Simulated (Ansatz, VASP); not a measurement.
Given: the input of a run of Ansatz 0.2.0 on TiB2.

The input input.yaml:

```yaml
crystal:
  lattice:
    - [3.0690624661, 0.0, 0.0]
    - [-1.534531233, 2.6578860614, 0.0]
    - [0.0, 0.0, 3.2708838193]
  atoms:
    - { symbol: Ti, position: [0.0, 0.0, 0.0] }
    - { symbol: B, position: [0.6666666667, 0.3333333333, 0.5] }
    - { symbol: B, position: [0.3333333333, 0.6666666667, 0.5] }
hamiltonian:
  xc: r2scan
  pseudopotentials: { kind: paw }
kpoints:
  mp_grid: { grid: [10, 10, 8] }
scf:
  occupations: { method: fermi_dirac, width: 0.05 }
output:
  forces: true
  stress: true
  eigenvalues: true
```

Potentials or basis: Ansatz PAW.

Command:

```bash
$ ansatz run input.yaml --threads 2 --pin off --max-ram 5632MiB --backend cpu --events-out ev --progress --plain --runs-dir out
```

Task: Translate it to VASP 6.6.1. Potentials there: VASP PAW PBE potentials, release 64 (Ti_sv, B).

Result: As run (the cutoff follows the program's own potentials):

Contents of POSCAR:

```
TiB2
1.0
    3.0690624661      0.0000000000      0.0000000000
   -1.5345312330      2.6578860614      0.0000000000
    0.0000000000      0.0000000000      3.2708838193
Ti B
1 2
Direct
    0.0000000000      0.0000000000      0.0000000000
    0.6666666667      0.3333333333      0.5000000000
    0.3333333333      0.6666666667      0.5000000000
```

INCAR.step1

```
SYSTEM = TiB2
PREC     = Accurate       ! precision mode
ENCUT    = 520            ! plane-wave cutoff, eV
ISMEAR   = -1             ! smearing method
SIGMA    = 0.05           ! smearing width, eV
LREAL    = .FALSE.        ! projectors in reciprocal space
LASPH    = .TRUE.         ! aspherical terms in the spheres
NELM     = 100            ! most SCF steps
NBANDS   = 16             ! bands
GGA      = PE             ! functional
ALGO     = Normal         ! electronic algorithm
EDIFF    = 1E-4           ! SCF threshold, eV
LWAVE    = .TRUE.         ! write WAVECAR
LCHARG   = .FALSE.        ! write CHGCAR
```

INCAR.step2

```
SYSTEM = TiB2
PREC     = Accurate       ! precision mode
ENCUT    = 520            ! plane-wave cutoff, eV
EDIFF    = 1E-6           ! SCF threshold, eV
ISMEAR   = -1             ! smearing method
SIGMA    = 0.05           ! smearing width, eV
LREAL    = .FALSE.        ! projectors in reciprocal space
LASPH    = .TRUE.         ! aspherical terms in the spheres
NELM     = 100            ! most SCF steps
ALGO     = Normal         ! electronic algorithm
ISIF     = 2              ! what is computed and relaxed
LWAVE    = .FALSE.        ! write WAVECAR
LCHARG   = .FALSE.        ! write CHGCAR
METAGGA  = R2SCAN         ! meta-GGA
LMIXTAU  = .TRUE.       
NBANDS   = 16             ! bands
ISTART   = 1
```

Contents of KPOINTS:

```
regular mesh
0
G
  10 10 8
  0 0 0
```

Potentials or basis: VASP PAW PBE potentials, release 64 (Ti_sv, B).

Launch:

```sh
$ cat potpaw_PBE.64/Ti_sv/POTCAR potpaw_PBE.64/B/POTCAR > POTCAR
$ cp INCAR.step1 INCAR
$ mpirun -np 1 vasp_std > vasp.out
$ cp INCAR.step2 INCAR
$ mpirun -np 1 vasp_std > vasp.out
```

Both were run:

|  | VASP | Ansatz | Ansatz less VASP |
| --- | --- | --- | --- |
| gap on the k mesh at the Fermi level (eV) | none | none | - |
| pressure (GPa) | -9.8 | -10.5 | -0.72 |
| traceless stress, the component that is largest in VASP (GPa) | 1.83 | 1.76 | -0.070 |

VASP's potentials were made for PBE, not for r2SCAN. A gap of «none» marks a metal or a gap that the smearing closes.
